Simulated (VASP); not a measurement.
Write the native input for VASP 6.6.1 that does the following.

| Item | Value |
| --- | --- |
| Task | single point |
| Functional | PBEsol |
| Potentials or basis | VASP PAW PBE potentials, release 64 (Sb) |
| Cutoff | 520 eV |
| k mesh | 12 × 12 × 12 |
| Occupations | gaussian, width 0.1 eV |
| Spin | no spin polarisation |
| Dipole correction | no |
| Further INCAR settings | ALGO = Normal; EDIFF = 1e-06; NBANDS = 18 |

The structure of Sb lies in POSCAR:

```
Sb
1.0
   -4.2721336838      4.2721336838      2.0256487427
    4.2721336838     -4.2721336838      2.0256487427
    4.2721336838      4.2721336838     -2.0256487427
Sb
4
Direct
    0.3461050359      0.1538949641      0.5000000000
    0.8461050359      0.3461050359      0.1922100717
    0.6538949641      0.8461050359      0.5000000000
    0.1538949641      0.6538949641      0.8077899283
```

This cell differs from its parent crystal: strained.

These files were run (other wordings do the same):

INCAR

```
SYSTEM = Sb
PREC = Accurate
ENCUT = 520
EDIFF = 1E-6
ISMEAR = 0
SIGMA = 0.1
LREAL = .FALSE.
LASPH = .TRUE.
NELM = 100
ALGO = Normal
ISIF = 2
LWAVE = .FALSE.
LCHARG = .FALSE.
GGA = PS
NBANDS = 18
```

KPOINTS

```
Automatic mesh
0
G
  12 12 12
  0 0 0
```

Potentials or basis: VASP PAW PBE potentials, release 64 (Sb).

The run is started by

```console
$ cat potpaw_PBE.64/Sb/POTCAR > POTCAR
$ mpirun -np 1 vasp_std > vasp.out
```

Results of the run:

| Item | Value |
| --- | --- |
| Pressure | -4.6 GPa |
| Largest force | 0.243 eV/Å |
| Band gap on the k mesh | zero (bands 10 and 11 overlap by 1.53 eV) |

Caveat: the cell differs from its parent crystal (strained); the cell stands under tension; the PAW data sets were made with another functional, which shifts forces and pressure a little; spin-orbit coupling is left out, which moves the levels of the heavy elements.

Wall time 4.3 min on 1 thread of Intel(R) Xeon(R) Platinum 8488C (Sapphire Rapids), with other jobs on the host, peak memory 0.54 GiB.
